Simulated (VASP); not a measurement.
# Cd3HgO4 in VASP: notebook

Runs on Cd3HgO4. Level: PBE. Tasks: single point.

Program: VASP 6.6.1. These are calculated values, not measurements. Logs are shortened: lines on timing, memory, paths and dates and some standing lists are left out, and cuts for length are marked.

### Step 1. The cell of the first run

The typed cell holds 8 atoms: a = 4.777 Å, b = 4.773 Å, c = 5.934 Å, α = 113.72°, β = 113.75°, γ = 89.98°.

### Step 2. Single point, PBE

Input file INCAR:

```
PREC     = Accurate       # precision mode
ENCUT    = 520            # plane-wave cutoff, eV
EDIFF    = 1E-6           # SCF threshold, eV
ISMEAR   = 0              # smearing method
SIGMA    = 0.2            # smearing width, eV
LREAL    = F              # projectors in reciprocal space
LASPH    = T              # aspherical terms in the spheres
NELM     = 100            # most SCF steps
ALGO     = Normal         # electronic algorithm
ISIF     = 2              # what is computed and relaxed
LWAVE    = F              # write WAVECAR
LCHARG   = F              # write CHGCAR
GGA      = PE             # functional
NBANDS   = 46             # bands
```

Input file KPOINTS:

```
Automatic mesh
0
Gamma
  6 6 6
```

Input file POSCAR:

```
Cd3HgO4
1.0
    4.7766519640      0.0009893456     -0.0002897522
    0.0010177356      4.7733626878      0.0001942161
   -2.3891866610     -2.3869719699      4.8790453228
Cd Hg O
3 1 4
Direct
    0.7499818337      0.2499728610      0.4999722912
    0.2500018760      0.7500314379      0.5000284094
    0.5000028754      0.5000023561     -0.0000010923
    0.0000319245      0.0000090475      0.0000308668
    0.5000054973     -0.0000062280     -0.0000119537
    0.7398995582      0.7399119065      0.4797928831
   -0.0000025774      0.4999885853     -0.0000144575
    0.2600790123      0.2600900336      0.5202030531
```

Potentials or basis: VASP PAW PBE potentials, release 64 (Cd, Hg, O).

Started as:

```bash
> cat potpaw_PBE.64/Cd/POTCAR potpaw_PBE.64/Hg/POTCAR potpaw_PBE.64/O/POTCAR > POTCAR
> mpirun -np 1 vasp_std > vasp.out
```

OUTCAR:

```text
PREC = Accurate
   ENCUT = 520
   EDIFF = 1E-6
   ISMEAR = 0
   LREAL = F
   LASPH = T
   NELM = 100
   ISIF = 2
   GGA = PE

 ion  position               nearest neighbor table
   1  0.750  0.250  0.500-   6 2.39   6 2.39   8 2.39   8 2.39   5 2.44   7 2.44   2 3.38   2 3.38
                             2 3.38   2 3.38   3 3.41   3 3.41   4 3.41   4 3.41   4 3.41   3 3.41
   2  0.250  0.750  0.500-   8 2.39   8 2.39   6 2.39   6 2.39   5 2.44   7 2.44   1 3.38   1 3.38
                             1 3.38   1 3.38   4 3.41   3 3.41   3 3.41   4 3.41   3 3.41   4 3.41
   3  0.500  0.500  1.000-   6 2.34   8 2.34   5 2.39   5 2.39   7 2.39   7 2.39   4 3.38   4 3.38
                             4 3.38   4 3.38   2 3.41   1 3.41   2 3.41   1 3.41   2 3.41   1 3.41
   4  0.000  0.000  0.000-   7 2.39   7 2.39   5 2.39   5 2.39   8 2.54   6 2.54   3 3.38   3 3.38
                             3 3.38   3 3.38   2 3.41   1 3.41   2 3.41   1 3.41   1 3.41   2 3.41
   5  0.500  1.000  1.000-   3 2.39   3 2.39   4 2.39   4 2.39   2 2.44   1 2.44
   6  0.740  0.740  0.480-   3 2.34   1 2.39   1 2.39   2 2.39   2 2.39   4 2.54
   7  1.000  0.500  1.000-   4 2.39   4 2.39   3 2.39   3 2.39   1 2.44   2 2.44
   8  0.260  0.260  0.520-   3 2.34   2 2.39   2 2.39   1 2.39   1 2.39   4 2.54

  LATTYP: Found a triclinic cell.
 ALAT       =     8.9871816162
 B/A-ratio  =     0.5311301144
 C/A-ratio  =     1.0857681040
 COS(alpha) =     0.0000824936
 COS(beta)  =     0.5429850546
 COS(gamma) =     0.7966282542

  Lattice vectors:

 A1 = (   2.3871511898,  -7.1597534057,  -4.8794337550)
 A2 = (  -0.0010177356,  -4.7733626878,  -0.0001942161)
 A3 = (   0.0007036224,  -0.0004080936,  -9.7579951095)

Analysis of symmetry for initial positions (statically):
=====================================================================
 Subroutine PRICEL returns:
 Original cell was already a primitive cell.

 Routine SETGRP: Setting up the symmetry group for a
 triclinic supercell.

 Subroutine GETGRP returns: Found  1 space group operations
 (whereof  1 operations were pure point group operations)
 out of a pool of  2 trial point group operations.

The static configuration has the point symmetry C_1 .

Analysis of symmetry for dynamics (positions and initial velocities):
=====================================================================
 Subroutine PRICEL returns:
 Original cell was already a primitive cell.

 Routine SETGRP: Setting up the symmetry group for a
 triclinic supercell.

 Subroutine GETGRP returns: Found  1 space group operations
 (whereof  1 operations were pure point group operations)
 out of a pool of  2 trial point group operations.

The dynamic configuration has the point symmetry C_1 .

 Subroutine INISYM returns: Found  1 space group operations
 (whereof  1 operations are pure point group operations),
 and found     1 'primitive' translations

----------------------------------------------------------------------------------------

                                     Primitive cell

  volume of cell :     111.2445

  direct lattice vectors                    reciprocal lattice vectors
     4.776651964  0.000989346 -0.000289752     0.209357884 -0.000048808  0.102495166
     0.001017736  4.773362688  0.000194216    -0.000037174  0.209491757  0.102471304
    -2.389186661 -2.386971970  4.879045323     0.000012435 -0.000008342  0.204960137

  length of vectors
     4.776652075  4.773362800  5.933879957     0.233100804  0.233210561  0.204960137

  position of ions in fractional coordinates (direct lattice)
     0.749981834  0.249972861  0.499972291
     0.250001876  0.750031438  0.500028409
     0.500002875  0.500002356  0.999998908
     0.000031925  0.000009048  0.000030867
     0.500005497  0.999993772  0.999988046
     0.739899558  0.739911906  0.479792883
     0.999997423  0.499988585  0.999985542
     0.260079012  0.260090034  0.520203053

  ion indices of the primitive-cell ions
   primitive index   ion index
                 1           1
                 2           2
                 3           3
                 4           4
                 5           5
                 6           6
                 7           7
                 8           8

----------------------------------------------------------------------------------------

 KPOINTS: Automatic mesh

Automatic generation of k-mesh.
 Grid dimensions read from file:
 generate k-points for:    6    6    6

 Generating k-lattice:

  Cartesian coordinates                     Fractional coordinates (reciprocal lattice)
     0.034892981 -0.000008135  0.017082528     0.166666667  0.000000000  0.000000000
    -0.000006196  0.034915293  0.017078551     0.000000000  0.166666667  0.000000000
     0.000002072 -0.000001390  0.034160023     0.000000000  0.000000000  0.166666667

  Length of vectors
     0.038850134  0.038868427  0.034160023

  Shift w.r.t. Gamma in fractional coordinates (k-lattice)
     0.000000000  0.000000000  0.000000000

 Subroutine IBZKPT returns following result:
 ===========================================

 Found    112 irreducible k-points:

 Following reciprocal coordinates:
            Coordinates               Weight
  0.000000  0.000000  0.000000      1.000000
  0.166667 -0.000000  0.000000      2.000000
  0.333333 -0.000000  0.000000      2.000000
  0.500000 -0.000000  0.000000      1.000000
  0.000000  0.166667  0.000000      2.000000
  0.166667  0.166667  0.000000      2.000000
[... 16 lines left out ...]
  0.333333  0.000000  0.166667      2.000000
  0.500000  0.000000  0.166667      2.000000
 [... further k-points ...]
   k-points           NKPTS =    112   k-points in BZ     NKDIM =    112   number of bands    NBANDS=     46
   number of dos      NEDOS =    301   number of ions     NIONS =      8
   total plane-waves  NPLWV =  62208
   dimension x,y,z NGX =    36 NGY =   36 NGZ =   48
   dimension x,y,z NGXF=    72 NGYF=   72 NGZF=   96
   ions per type =               3   1   4
   NGX,Y,Z   is equivalent  to a cutoff of  12.53, 12.54, 13.45 a.u.
   NGXF,Y,Z  is equivalent  to a cutoff of  25.06, 25.08, 26.90 a.u.
 SYSTEM =  unknown system
   PREC   = accura    normal or accurate (medium, high low for compatibility)
   ISTART =      0    job   : 0-new  1-cont  2-samecut
   ICHARG =      2    charge: 1-file 2-atom 10-const
   ISPIN  =      1    spin polarized calculation?
   LNONCOLLINEAR =      F non collinear calculations
   LSORBIT =      F    spin-orbit coupling
   LASPH  =      T    aspherical Exc in radial PAW
   ENCUT  =  520.0 eV  38.22 Ry    6.18 a.u.   8.88  8.88 11.03*2*pi/ulx,y,z
   NELM   =    100;   NELMIN=  2; NELMDL= -5     # of ELM steps
   EDIFF  = 0.1E-05   stopping-criterion for ELM
   LREAL  =      F    real-space projection
   EDIFFG = 0.1E-04   stopping-criterion for IOM
   NSW    =      0    number of steps for IOM
   IBRION =     -1    ionic relax: 0-MD 1-quasi-New 2-CG
   NFREE  =      0    steps in history (QN), initial steepest desc. (CG)
   ISIF   =      2    stress and relaxation
   ISYM   =      2    0-nonsym 1-usesym 2-fastsym
   POTIM  = 0.5000    time-step for ionic-motion
   TEBEG  =    0.0;   TEEND  =   0.0 temperature during run
   PSTRESS=    0.0 pullay stress
   NELECT =      72.0000    total number of electrons
   NUPDOWN=      -1.0000    fix difference up-down
   EMIN   =  10.00;   EMAX   =-10.00  energy-range for DOS
   EFERMI =   0.00;   METHOD = LEGACY
   ISMEAR =     0;   SIGMA  =   0.20  broadening in eV -4-tet -1-fermi 0-gaus
   EFERMI_NEDOS =   21; number of points for ismear=-14 and -15
   IALGO  =     38    algorithm
   IMIX   =      4    mixing-type and parameters
     AMIX     =   0.40;   BMIX     =  1.00
     AMIX_MAG =   1.60;   BMIX_MAG =  1.00
  volume/ion in A,a.u.               =      13.91        93.84
  Fermi-wavevector in a.u.,A,eV,Ry     =   1.416096  2.676034 27.284154  2.005329
  Thomas-Fermi vector in A             =   2.537466
   LORBIT       =      0    0 simple, 1 ext, 2 COOP (PROOUT), +10 PAW based schemes
   GGA     = PE    functional components
   LHFCALC =     F    Hartree Fock is set to
   AEXX    =    0.0000 exact exchange contribution
   IVDW    =     0    specifies the selected vdW correction
   LEPSILON=     F    determine dielectric tensor
   LRPA    =     F    only Hartree local field effects (RPA)
 non-spin polarized calculation
 Gauss-broadening in eV      SIGMA  =   0.20
  energy-cutoff  :      520.00
  volume of cell :      111.24
 maximum number of plane-waves:      3024
   NGX = 17   NGY = 17   NGZ = 21

 number of electron      71.9999999 magnetization

 Free energy of the ion-electron system (eV)
  ---------------------------------------------------
  ext. energy  EPLUGINS =         0.00000000
  ---------------------------------------------------
  free energy    TOTEN  =       -28.55386536 eV

  energy without entropy =      -28.54119476  energy(sigma->0) =      -28.54753006

 E-fermi :   2.0812     XC(G=0): -11.3965

 val. band max:        1.9884544729   @ k =   0.0000  -0.1667   0.1667
 cond. band min:       2.2871818582   @ k =   0.5000   0.5000   0.1667
 fundamental gap:      0.2987273853
 Fermi energy:         2.0811953271

 k-point     1 :       0.0000    0.0000    0.0000
  band No.  band energies     occupation
      1     -15.4336      2.00000
      2     -14.8647      2.00000
      3     -14.8445      2.00000
      4     -14.6673      2.00000
      5      -5.2849      2.00000
      6      -5.0830      2.00000
[... 38 lines left out ...]
     45      10.5174      0.00000
     46      11.7335      0.00000

 k-point     2 :       0.1667   -0.0000    0.0000
  band No.  band energies     occupation
      1     -15.3642      2.00000
      2     -14.8643      2.00000
      3     -14.8222      2.00000
      4     -14.6702      2.00000
      5      -5.2523      2.00000
      6      -5.1988      2.00000
[... 38 lines left out ...]
     45      10.7431      0.00000
     46      12.1927      0.00000

 k-point     3 :       0.3333   -0.0000    0.0000
  band No.  band energies     occupation
      1     -15.1900      2.00000
      2     -14.8898      2.00000
      3     -14.7710      2.00000
      4     -14.6885      2.00000
      5      -5.3061      2.00000
      6      -5.1606      2.00000
[... 38 lines left out ...]
     45      11.1089      0.00000
     46      11.3859      0.00000

 k-point     4 :       0.5000   -0.0000    0.0000
  band No.  band energies     occupation
      1     -15.0069      2.00000
      2     -14.9945      2.00000
      3     -14.7252      2.00000
      4     -14.7207      2.00000
      5      -5.2943      2.00000
      6      -5.2620      2.00000
[... 920 lines left out ...]
     45      11.5687      0.00000
     46      12.3168      0.00000

 k-point    23 :       0.3333    0.0000    0.1667
  band No.  band energies     occupation
      1     -15.0935      2.00000
      2     -14.9358      2.00000
      3     -14.7973      2.00000
      4     -14.7178      2.00000
      5      -5.2445      2.00000
      6      -5.1933      2.00000
[... 38 lines left out ...]
     45      11.3602      0.00000
     46      12.2182      0.00000

 k-point    24 :       0.5000    0.0000    0.1667
  band No.  band energies     occupation
      1     -15.0594      2.00000
      2     -14.9332      2.00000
      3     -14.7285      2.00000
      4     -14.7250      2.00000
      5      -5.3681      2.00000
      6      -5.3119      2.00000
[... 38 lines left out ...]
     45      10.8760      0.00000
     46      11.3519      0.00000

 [... further k-points ...]

------------------------ aborting loop because EDIFF is reached ----------------------------------------

  FORCE on cell =-STRESS in cart. coord.  units (eV):
  Direction    XX          YY          ZZ          XY          YZ          ZX
  --------------------------------------------------------------------------------------
  -------------------------------------------------------------------------------------
  Total        0.8420352      0.8773226      0.6824271     -0.0116521     -0.0026488      0.0029831
  in kB       12.1272471     12.6354671      9.8285222     -0.1678170     -0.0381485      0.0429631
  external PRESSURE =      11.5304121 kB  Pullay stress =       0.0000000 kB

 VOLUME and BASIS-vectors are now :
 -----------------------------------------------------------------------------
  energy-cutoff  :      520.00
  volume of cell :      111.24
      direct lattice vectors                 reciprocal lattice vectors
     4.776651964  0.000989346 -0.000289752     0.209357884 -0.000048808  0.102495166
     0.001017736  4.773362688  0.000194216    -0.000037174  0.209491757  0.102471304
    -2.389186661 -2.386971970  4.879045323     0.000012435 -0.000008342  0.204960137

 POSITION                                       TOTAL-FORCE (eV/Angst)
 -----------------------------------------------------------------------------------
      2.38813      0.00053      2.43922        -0.000278      0.000638      0.000546
      0.00027      2.38687      2.43973         0.000430     -0.000675     -0.000330
     -0.00034      0.00022      4.87899         0.000063     -0.000129      0.000050
      0.00008     -0.00003      0.00015        -0.000302      0.000152     -0.000688
      0.00021      2.38688      4.87904         0.000024      0.000044      0.000178
      2.38868      2.38735      2.34086        -0.000404     -0.000718      0.005962
      2.38800      0.00068      4.87878        -0.000078     -0.000013      0.000229
     -0.00029      0.00005      2.53807         0.000546      0.000700     -0.005946
 -----------------------------------------------------------------------------------
    total drift:                               -0.000004      0.000003      0.000003

  FREE ENERGIE OF THE ION-ELECTRON SYSTEM (eV)
  ---------------------------------------------------
  free  energy   TOTEN  =       -28.5538653629 eV

  energy  without entropy=      -28.5411947557  energy(sigma->0) =      -28.54753006
```

It took 6.2 min on 1 thread of Intel Xeon Platinum 8488C (Sapphire Rapids), shared host; peak memory 0.58 GiB.

What came out:

```yaml
Free_energy: -28.5539 eV
Pressure: 1.2 GPa
Largest_force: 0.006 eV/Å
Band_gap_on_the_k_mesh: zero (bands 36 and 37 overlap by 1.58 eV)
```

Forces on the atoms (eV/Å):
```
Cd   0.000  0.001  0.001
Cd   0.000 -0.001  0.000
Cd   0.000  0.000  0.000
Hg   0.000  0.000 -0.001
O    0.000  0.000  0.000
O    0.000 -0.001  0.006
O    0.000  0.000  0.000
O    0.001  0.001 -0.006
```

Stress tensor (GPa, compression positive):
```
 1.21 -0.02  0.00
-0.02  1.26  0.00
 0.00  0.00  0.98
```

Levels at points of the mesh, in eV from the Fermi level:
```csv
k point,band 33,band 34,band 35,band 36,band 37,band 38,band 39,band 40
"(0.00, 0.00, 0.00)",-2.23,-1.68,-1.67,-1.59,-1.37,2.30,4.70,4.96
"(0.50, 0.00, 0.00)",-1.36,-1.29,-0.99,-0.90,2.75,3.22,4.73,5.56
"(0.00, 0.50, 0.00)",-1.36,-1.29,-0.99,-0.90,2.76,3.23,4.74,5.57
"(0.50, 0.50, 0.00)",-0.55,-0.42,-0.21,0.21,3.88,3.90,3.97,4.45
"(0.00, 0.00, 0.50)",-2.08,-2.07,-1.83,-1.83,1.23,2.64,3.14,3.39
"(0.50, 0.00, 0.50)",-1.36,-1.29,-0.99,-0.90,2.75,3.22,4.73,5.56
"(0.00, 0.50, 0.50)",-1.36,-1.29,-0.99,-0.90,2.76,3.23,4.74,5.57
"(0.50, 0.50, 0.50)",-0.55,-0.42,-0.21,0.21,3.88,3.90,3.97,4.45
```

Caveat: spin-orbit coupling is left out, which moves the levels of the heavy elements.

### Step 3. Single point, PBE

Input file INCAR:

```
ALGO = Normal
EDIFF = 1E-6
ENCUT = 600
GGA = PE
GGA_COMPAT = False
ISIF = 2
ISMEAR = 0
LASPH = True
LCHARG = False
LREAL = False
LWAVE = False
NBANDS = 62
NELM = 120
PREC = Accurate
SIGMA = 0.2
```

Input file KPOINTS:

```
k-points
0
Gamma
  6 6 6
```

Input file POSCAR:

```
Cd3HgO4
1.0
    4.7745960000      0.0000000000      0.0000000000
    0.0000000000      4.7745960000      0.0000000000
   -2.3872980000     -2.3872980000      4.8805481000
Cd Hg O
3 1 4
Direct
    0.7500000000      0.2500000000      0.5000000000
    0.2500000000      0.7500000000      0.5000000000
    0.5000000000      0.5000000000      0.0000000000
    0.0000000000      0.0000000000      0.0000000000
    0.5000000000      0.0000000000      0.0000000000
    0.7399050000      0.7399050000      0.4798100000
    0.0000000000      0.5000000000      0.0000000000
    0.2600950000      0.2600950000      0.5201900000
```

Potentials or basis: VASP PAW PBE potentials, release 64 (Cd_sv_GW, Hg_sv_GW, O).

Started as:

```bash
> cat potpaw_PBE.64/Cd_sv_GW/POTCAR potpaw_PBE.64/Hg_sv_GW/POTCAR potpaw_PBE.64/O/POTCAR > POTCAR
> mpirun -np 1 vasp_std > vasp.out
```

Run time: 5.4 min. Hardware: 1 thread of Intel Xeon Platinum 8488C (Sapphire Rapids), shared host; peak memory 0.43 GiB.

It converged, with:

* Free energy: -28.9149 eV
* Pressure: -0.6 GPa
* Largest force: 0.011 eV/Å
* Band gap on the k mesh: zero (bands 52 and 53 overlap by 1.57 eV)

Forces in eV/Å, atoms in the order of the input:
```
Cd   0.000  0.000  0.000
Cd   0.000  0.000  0.000
Cd   0.000  0.000  0.000
Hg   0.000  0.000  0.000
O    0.000  0.000  0.000
O    0.000  0.000 -0.011
O    0.000  0.000  0.000
O    0.000  0.000  0.011
```

Stress tensor (GPa, compression positive):
```
-0.55  0.00  0.00
 0.00 -0.55  0.00
 0.00  0.00 -0.65
```

Levels at points of the mesh, in eV from the Fermi level:
| k point | band 48 | band 49 | band 50 | band 51 | band 52 | band 53 | band 54 | band 55 | band 56 | band 57 |
| --- | --- | --- | --- | --- | --- | --- | --- | --- | --- | --- |
| (0.00, 0.00, 0.00) | -2.28 | -2.22 | -1.70 | -1.70 | -1.62 | -1.36 | 2.31 | 4.71 | 4.97 | 7.39 |
| (0.50, 0.00, 0.00) | -1.94 | -1.36 | -1.29 | -1.00 | -0.90 | 2.76 | 3.23 | 4.74 | 5.57 | 6.59 |
| (0.50, 0.50, 0.00) | -0.57 | -0.55 | -0.42 | -0.21 | 0.21 | 3.88 | 3.90 | 3.98 | 4.46 | 5.86 |
| (0.00, 0.00, 0.50) | -2.41 | -2.09 | -2.09 | -1.84 | -1.84 | 1.23 | 2.65 | 3.16 | 3.40 | 7.73 |

Caveat: spin-orbit coupling is left out, which moves the levels of the heavy elements.
